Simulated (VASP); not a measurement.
# Hf (Fm-3m) in VASP: notebook

Hf is run at these levels: PBE; tasks: electric field gradients.

Everything below comes from runs of VASP 6.6.1. Logs are shortened: lines on timing, memory, paths and dates and some standing lists are left out, and cuts for length are marked.

## (1) The cell of the first run

It takes space group Fm-3m (No. 225, cubic). Conventional cell: a = 4.425 Å, b = 4.425 Å, c = 4.425 Å, α = 90.00°, β = 90.00°, γ = 90.00°. Hf (site symmetry m-3m) has 12 Hf at 3.13 Å within 4.1 Å.

This isn't the form of Hf at room conditions, which is hcp.

## (2) Electric field gradients, PBE (21.66 Å³/atom)

INCAR

```
PREC = Accurate
ENCUT = 400
EDIFF = 1E-8
ISMEAR = -1
SIGMA = 0.03
LREAL = False
LASPH = True
NELM = 120
ALGO = Normal
ISIF = 2
LWAVE = False
LCHARG = False
GGA = PE
LEFG = True
NBANDS = 11
GGA_COMPAT = False
```

KPOINTS

```
regular mesh
0
Gamma
  13 13 13
```

POSCAR

```
Hf
1.0
    0.0000000000      2.2125751954      2.2125751954
    2.2125751954      0.0000000000      2.2125751954
    2.2125751954      2.2125751954      0.0000000000
Hf
1
Direct
    0.0000000000      0.0000000000      0.0000000000
```

Potentials or basis: VASP PAW PBE potentials, release 64 (Hf_pv).

Command:

```sh
$ cat potpaw_PBE.64/Hf_pv/POTCAR > POTCAR
$ mpirun -np 1 vasp_std > vasp.out
```

OUTCAR:

```text
PREC = Accurate
   ENCUT = 400
   EDIFF = 1E-8
   ISMEAR = -1
   LREAL = False
   LASPH = True
   NELM = 120
   ISIF = 2
   GGA = PE

 ion  position               nearest neighbor table
   1  0.000  0.000  0.000-

  LATTYP: Found a face centered cubic cell.
 ALAT       =     4.4251503908

  Lattice vectors:

 A1 = (   0.0000000000,   2.2125751954,   2.2125751954)
 A2 = (   2.2125751954,   0.0000000000,   2.2125751954)
 A3 = (   2.2125751954,   2.2125751954,   0.0000000000)

Analysis of symmetry for initial positions (statically):
=====================================================================
 Subroutine PRICEL returns:
 Original cell was already a primitive cell.

 Routine SETGRP: Setting up the symmetry group for a
 face centered cubic supercell.

 Subroutine GETGRP returns: Found 48 space group operations
 (whereof 48 operations were pure point group operations)
 out of a pool of 48 trial point group operations.

The static configuration has the point symmetry O_h .

Analysis of symmetry for dynamics (positions and initial velocities):
=====================================================================
 Subroutine PRICEL returns:
 Original cell was already a primitive cell.

 Routine SETGRP: Setting up the symmetry group for a
 face centered cubic supercell.

 Subroutine GETGRP returns: Found 48 space group operations
 (whereof 48 operations were pure point group operations)
 out of a pool of 48 trial point group operations.

The dynamic configuration has the point symmetry O_h .

 Subroutine INISYM returns: Found 48 space group operations
 (whereof 48 operations are pure point group operations),
 and found     1 'primitive' translations

----------------------------------------------------------------------------------------

                                     Primitive cell

  volume of cell :      21.6633

  direct lattice vectors                    reciprocal lattice vectors
     0.000000000  2.212575195  2.212575195    -0.225981020  0.225981020  0.225981020
     2.212575195  0.000000000  2.212575195     0.225981020 -0.225981020  0.225981020
     2.212575195  2.212575195  0.000000000     0.225981020  0.225981020 -0.225981020

  length of vectors
     3.129053849  3.129053849  3.129053849     0.391410609  0.391410609  0.391410609

  position of ions in fractional coordinates (direct lattice)
     0.000000000  0.000000000  0.000000000

  ion indices of the primitive-cell ions
   primitive index   ion index
                 1           1

----------------------------------------------------------------------------------------

 KPOINTS: regular mesh

Automatic generation of k-mesh.
 Grid dimensions read from file:
 generate k-points for:   13   13   13

 Generating k-lattice:

  Cartesian coordinates                     Fractional coordinates (reciprocal lattice)
    -0.017383155  0.017383155  0.017383155     0.076923077  0.000000000  0.000000000
     0.017383155 -0.017383155  0.017383155     0.000000000  0.076923077  0.000000000
     0.017383155  0.017383155 -0.017383155     0.000000000  0.000000000  0.076923077

  Length of vectors
     0.030108508  0.030108508  0.030108508

  Shift w.r.t. Gamma in fractional coordinates (k-lattice)
     0.000000000  0.000000000  0.000000000

 Subroutine IBZKPT returns following result:
 ===========================================

 Found     84 irreducible k-points:

 Following reciprocal coordinates:
            Coordinates               Weight
  0.000000  0.000000  0.000000      1.000000
  0.076923  0.000000  0.000000      8.000000
  0.153846  0.000000  0.000000      8.000000
  0.230769  0.000000  0.000000      8.000000
  0.307692  0.000000  0.000000      8.000000
  0.384615  0.000000  0.000000      8.000000
[... 16 lines left out ...]
  0.384615  0.153846  0.000000     24.000000
  0.461538  0.153846  0.000000     24.000000
 [... further k-points ...]
   k-points           NKPTS =     84   k-points in BZ     NKDIM =     84   number of bands    NBANDS=     11
   number of dos      NEDOS =    301   number of ions     NIONS =      1
   total plane-waves  NPLWV =   8000
   dimension x,y,z NGX =    20 NGY =   20 NGZ =   20
   dimension x,y,z NGXF=    40 NGYF=   40 NGZF=   40
   ions per type =               1
   NGX,Y,Z   is equivalent  to a cutoff of  10.63, 10.63, 10.63 a.u.
   NGXF,Y,Z  is equivalent  to a cutoff of  21.25, 21.25, 21.25 a.u.
 SYSTEM =  unknown system
   PREC   = accura    normal or accurate (medium, high low for compatibility)
   ISTART =      0    job   : 0-new  1-cont  2-samecut
   ICHARG =      2    charge: 1-file 2-atom 10-const
   ISPIN  =      1    spin polarized calculation?
   LNONCOLLINEAR =      F non collinear calculations
   LSORBIT =      F    spin-orbit coupling
   LASPH  =      T    aspherical Exc in radial PAW
   ENCUT  =  400.0 eV  29.40 Ry    5.42 a.u.   5.10  5.10  5.10*2*pi/ulx,y,z
   NELM   =    120;   NELMIN=  2; NELMDL= -5     # of ELM steps
   EDIFF  = 0.1E-07   stopping-criterion for ELM
   LREAL  =      F    real-space projection
   EDIFFG = 0.1E-06   stopping-criterion for IOM
   NSW    =      0    number of steps for IOM
   IBRION =     -1    ionic relax: 0-MD 1-quasi-New 2-CG
   NFREE  =      0    steps in history (QN), initial steepest desc. (CG)
   ISIF   =      2    stress and relaxation
   ISYM   =      2    0-nonsym 1-usesym 2-fastsym
   POTIM  = 0.5000    time-step for ionic-motion
   TEBEG  =    0.0;   TEEND  =   0.0 temperature during run
   PSTRESS=    0.0 pullay stress
   NELECT =      10.0000    total number of electrons
   NUPDOWN=      -1.0000    fix difference up-down
   EMIN   =  10.00;   EMAX   =-10.00  energy-range for DOS
   EFERMI =   0.00;   METHOD = LEGACY
   ISMEAR =    -1;   SIGMA  =   0.03  broadening in eV -4-tet -1-fermi 0-gaus
   EFERMI_NEDOS =   21; number of points for ismear=-14 and -15
   IALGO  =     38    algorithm
   IMIX   =      4    mixing-type and parameters
     AMIX     =   0.40;   BMIX     =  1.00
     AMIX_MAG =   1.60;   BMIX_MAG =  1.00
  volume/ion in A,a.u.               =      21.66       146.19
  Fermi-wavevector in a.u.,A,eV,Ry     =   1.265222  2.390923 21.780031  1.600787
  Thomas-Fermi vector in A             =   2.398487
   LORBIT       =      0    0 simple, 1 ext, 2 COOP (PROOUT), +10 PAW based schemes
   GGA     = PE    functional components
   LHFCALC =     F    Hartree Fock is set to
   AEXX    =    0.0000 exact exchange contribution
   IVDW    =     0    specifies the selected vdW correction
   LEPSILON=     F    determine dielectric tensor
   LRPA    =     F    only Hartree local field effects (RPA)
 non-spin polarized calculation
  energy-cutoff  :      400.00
  volume of cell :       21.66
 maximum number of plane-waves:       411
   NGX = 11   NGY = 11   NGZ = 11

 number of electron      10.0000005 magnetization

 Free energy of the ion-electron system (eV)
  ---------------------------------------------------
  ext. energy  EPLUGINS =         0.00000000
  ---------------------------------------------------
  free energy    TOTEN  =        -9.84502900 eV

  energy without entropy =       -9.84051735  energy(sigma->0) =       -9.84277317

 E-fermi :   4.9504     XC(G=0): -11.4330

 val. band max:        4.9484430831   @ k =  -0.3077   0.3077   0.0000
 cond. band min:       4.9575125532   @ k =  -0.1538   0.1538   0.0000
 fundamental gap:      0.0090694701
 Fermi energy:         4.9504377794

 k-point     1 :       0.0000    0.0000    0.0000
  band No.  band energies     occupation
      1     -24.9289      2.00000
      2     -24.9289      2.00000
      3     -24.9289      2.00000
      4      -2.3531      2.00000
      5       6.3837      0.00000
      6       6.3837      0.00000
      7       6.3837      0.00000
      8       9.2916      0.00000
      9       9.2916      0.00000
     10      16.3888      0.00000
     11      18.1480      0.00000

 k-point     2 :       0.0769    0.0000    0.0000
  band No.  band energies     occupation
      1     -24.9843      2.00000
      2     -24.9358      2.00000
      3     -24.9358      2.00000
      4      -2.1386      2.00000
      5       6.1658      0.00000
      6       6.4858      0.00000
      7       6.4858      0.00000
      8       9.1785      0.00000
      9       9.1785      0.00000
     10      16.8653      0.00000
     11      18.1481      0.00000
[... 295 lines left out ...]
 k-point    24 :       0.4615    0.1538    0.0000
  band No.  band energies     occupation
      1     -25.7205      2.00000
      2     -25.1498      2.00000
      3     -25.0957      2.00000
      4       1.7555      2.00000
      5       4.5018      2.00000
      6       5.6319      0.00000
      7       6.9805      0.00000
      8      11.1637      0.00000
      9      11.5939      0.00000
     10      14.8707      0.00000
     11      18.0956      0.00000

 [... further k-points ...]

------------------------ aborting loop because EDIFF is reached ----------------------------------------

  FORCE on cell =-STRESS in cart. coord.  units (eV):
  Direction    XX          YY          ZZ          XY          YZ          ZX
  --------------------------------------------------------------------------------------
  -------------------------------------------------------------------------------------
  Total        0.5325231      0.5325231      0.5325231      0.0000000     -0.0000000      0.0000000
  in kB       39.3844625     39.3844625     39.3844625      0.0000000     -0.0000000      0.0000000
  external PRESSURE =      39.3844625 kB  Pullay stress =       0.0000000 kB

 VOLUME and BASIS-vectors are now :
 -----------------------------------------------------------------------------
  energy-cutoff  :      400.00
  volume of cell :       21.66
      direct lattice vectors                 reciprocal lattice vectors
     0.000000000  2.212575195  2.212575195    -0.225981020  0.225981020  0.225981020
     2.212575195  0.000000000  2.212575195     0.225981020 -0.225981020  0.225981020
     2.212575195  2.212575195  0.000000000     0.225981020  0.225981020 -0.225981020

 POSITION                                       TOTAL-FORCE (eV/Angst)
 -----------------------------------------------------------------------------------
      0.00000      0.00000      0.00000         0.000000      0.000000      0.000000
 -----------------------------------------------------------------------------------
    total drift:                               -0.000000     -0.000000     -0.000000

  FREE ENERGIE OF THE ION-ELECTRON SYSTEM (eV)
  ---------------------------------------------------
  free  energy   TOTEN  =        -9.8450290000 eV

  energy  without entropy=       -9.8405173467  energy(sigma->0) =       -9.84277317

 Electric field gradients (V/A^2)
---------------------------------------------------------------------
 ion       V_xx      V_yy      V_zz      V_xy      V_xz      V_yz
---------------------------------------------------------------------
   1      -0.000    -0.000     0.000     0.000     0.000     0.000
---------------------------------------------------------------------

 Electric field gradients after diagonalization (V/A^2)
 (convention: |V_zz| > |V_xx| > |V_yy|)
----------------------------------------------------------------------
 ion       V_xx      V_yy      V_zz     asymmetry (V_yy - V_xx)/ V_zz
----------------------------------------------------------------------
   1      -0.000    -0.000     0.001       0.000
----------------------------------------------------------------------

           NMR quadrupolar parameters

 Cq : quadrupolar parameter    Cq=e*Q*V_zz/h
 eta: asymmetry parameters     (V_yy - V_xx)/ V_zz
 Q  : nuclear electric quadrupole moment in mb (millibarn)
----------------------------------------------------------------------
 ion       Cq(MHz)       eta       Q (mb)
----------------------------------------------------------------------
   1       0.000       0.000       1.000
----------------------------------------------------------------------
```

It took 8.2 s on 1 thread of AMD EPYC 9R45 (Zen 5), shared host; peak memory 0.1 GiB.

Results:

```yaml
Free_energy: -9.8450 eV
Pressure: 3.9 GPa
Band_gap_on_the_k_mesh: zero (bands 5 and 6 overlap by 1.98 eV)
Largest_electric_field_gradient_by_atom: zero within the noise of the run
```

Levels at points of the mesh, in eV from the Fermi level:
| k point | band 1 | band 2 | band 3 | band 4 | band 5 | band 6 | band 7 | band 8 | band 9 | band 10 |
| --- | --- | --- | --- | --- | --- | --- | --- | --- | --- | --- |
| (0.00, 0.00, 0.00) | -29.88 | -29.88 | -29.88 | -7.30 | 1.43 | 1.43 | 1.43 | 4.34 | 4.34 | 11.44 |

Caveat: the cell stands under pressure; spin-orbit coupling is left out, which moves the levels of the heavy elements.

## (3) Electric field gradients, PBE (21.66 Å³/atom)

INCAR

```
SYSTEM = Hf
PREC     = Accurate       ! precision mode
ENCUT    = 400            ! plane-wave cutoff, eV
EDIFF    = 1E-8           ! SCF threshold, eV
ISMEAR   = -1             ! smearing method
SIGMA    = 0.03           ! smearing width, eV
LREAL    = .False.        ! projectors in reciprocal space
LASPH    = .True.         ! aspherical terms in the spheres
NELM     = 120            ! most SCF steps
ALGO     = Normal         ! electronic algorithm
ISIF     = 2              ! what is computed and relaxed
LWAVE    = .False.        ! write WAVECAR
LCHARG   = .False.        ! write CHGCAR
GGA      = PE             ! functional
LEFG     = .True.       
NBANDS   = 11             ! bands
GGA_COMPAT= .False.
```

KPOINTS

```
regular mesh
0
Gamma
  13 13 13
  0 0 0
```

POSCAR is that of step 2.

Potentials or basis: VASP PAW PBE potentials, release 64 (Hf_pv).

Command:

```sh
$ cat potpaw_PBE.64/Hf_pv/POTCAR > POTCAR
$ mpirun -np 1 vasp_std > vasp.out
```

OUTCAR:

```text
SYSTEM = Hf
   PREC = Accurate
   ENCUT = 400
   EDIFF = 1E-8
   ISMEAR = -1
   LREAL = .False.
   LASPH = .True.
   NELM = 120
   ISIF = 2
   GGA = PE

 ion  position               nearest neighbor table
   1  0.000  0.000  0.000-

  LATTYP: Found a face centered cubic cell.
 ALAT       =     4.4251503908

  Lattice vectors:

 A1 = (   0.0000000000,   2.2125751954,   2.2125751954)
 A2 = (   2.2125751954,   0.0000000000,   2.2125751954)
 A3 = (   2.2125751954,   2.2125751954,   0.0000000000)

Analysis of symmetry for initial positions (statically):
=====================================================================
 Subroutine PRICEL returns:
 Original cell was already a primitive cell.

 Routine SETGRP: Setting up the symmetry group for a
 face centered cubic supercell.

[... 516 lines left out ...]
  external PRESSURE =      39.3844625 kB  Pullay stress =       0.0000000 kB

 VOLUME and BASIS-vectors are now :
 -----------------------------------------------------------------------------
  energy-cutoff  :      400.00
  volume of cell :       21.66
      direct lattice vectors                 reciprocal lattice vectors
     0.000000000  2.212575195  2.212575195    -0.225981020  0.225981020  0.225981020
     2.212575195  0.000000000  2.212575195     0.225981020 -0.225981020  0.225981020
     2.212575195  2.212575195  0.000000000     0.225981020  0.225981020 -0.225981020

 POSITION                                       TOTAL-FORCE (eV/Angst)
 -----------------------------------------------------------------------------------
      0.00000      0.00000      0.00000         0.000000      0.000000      0.000000
 -----------------------------------------------------------------------------------
    total drift:                               -0.000000     -0.000000     -0.000000

  FREE ENERGIE OF THE ION-ELECTRON SYSTEM (eV)
  ---------------------------------------------------
  free  energy   TOTEN  =        -9.8450290000 eV

  energy  without entropy=       -9.8405173467  energy(sigma->0) =       -9.84277317

 Electric field gradients (V/A^2)
---------------------------------------------------------------------
 ion       V_xx      V_yy      V_zz      V_xy      V_xz      V_yz
---------------------------------------------------------------------
   1      -0.000    -0.000     0.000     0.000     0.000     0.000
---------------------------------------------------------------------

 Electric field gradients after diagonalization (V/A^2)
 (convention: |V_zz| > |V_xx| > |V_yy|)
----------------------------------------------------------------------
 ion       V_xx      V_yy      V_zz     asymmetry (V_yy - V_xx)/ V_zz
----------------------------------------------------------------------
   1      -0.000    -0.000     0.001       0.000
----------------------------------------------------------------------

           NMR quadrupolar parameters

 Cq : quadrupolar parameter    Cq=e*Q*V_zz/h
 eta: asymmetry parameters     (V_yy - V_xx)/ V_zz
 Q  : nuclear electric quadrupole moment in mb (millibarn)
----------------------------------------------------------------------
 ion       Cq(MHz)       eta       Q (mb)
----------------------------------------------------------------------
   1       0.000       0.000       1.000
----------------------------------------------------------------------
```

OSZICAR:

```text
N       E                     dE             d eps       ncg     rms          rms(c)
DAV:   1     0.103674984747E+02    0.10367E+02   -0.49011E+03  1896   0.682E+02
DAV:   2    -0.980151891422E+01   -0.20169E+02   -0.19517E+02  2336   0.137E+02
DAV:   3    -0.101607098670E+02   -0.35919E+00   -0.35684E+00  2239   0.132E+01
DAV:   4    -0.101620483175E+02   -0.13385E-02   -0.13383E-02  2122   0.100E+00
DAV:   5    -0.101620554748E+02   -0.71573E-05   -0.71566E-05  2301   0.627E-02    0.465E+01
DAV:   6    -0.992849220074E+01    0.23356E+00   -0.19487E-01  2103   0.333E+00    0.277E+01
DAV:   7    -0.984848333715E+01    0.80009E-01   -0.30968E-01  2160   0.406E+00    0.148E+00
DAV:   8    -0.984500548933E+01    0.34778E-02   -0.22871E-02  2082   0.103E+00    0.390E-01
DAV:   9    -0.984502811357E+01   -0.22624E-04   -0.32378E-04  2205   0.146E-01    0.587E-02
DAV:  10    -0.984502882895E+01   -0.71539E-06   -0.13699E-05  2140   0.305E-02    0.450E-02
DAV:  11    -0.984502899845E+01   -0.16950E-06   -0.16581E-06  2214   0.998E-03    0.349E-03
DAV:  12    -0.984502904215E+01   -0.43703E-07   -0.31263E-08  2190   0.165E-03    0.212E-03
DAV:  13    -0.984502899628E+01    0.45874E-07   -0.41993E-10  1347   0.189E-04    0.446E-05
DAV:  14    -0.984502899995E+01   -0.36729E-08   -0.32584E-11  1218   0.492E-05
   1 F= -.98450290E+01 E0= -.98427732E+01  d E =-.451165E-02
```

Run time: 8.3 s. Hardware: 1 thread of AMD EPYC 9R45 (Zen 5), shared host; peak memory 0.1 GiB.

Results:

```
Free energy                             : -9.8450 eV
Pressure                                : 3.9 GPa
Band gap on the k mesh                  : zero (bands 5 and 6 overlap by 1.98 eV)
Largest electric field gradient by atom : zero within the noise of the run
```

Levels at points of the mesh, in eV from the Fermi level:
```tsv
k point	band 3	band 4	band 5	band 6	band 7	band 8
(0.00, 0.00, 0.00)	-29.88	-7.30	1.43	1.43	1.43	4.34
```

Caveat: the cell stands under pressure; spin-orbit coupling is left out, which moves the levels of the heavy elements.

(Continued in part 2 of 2.)
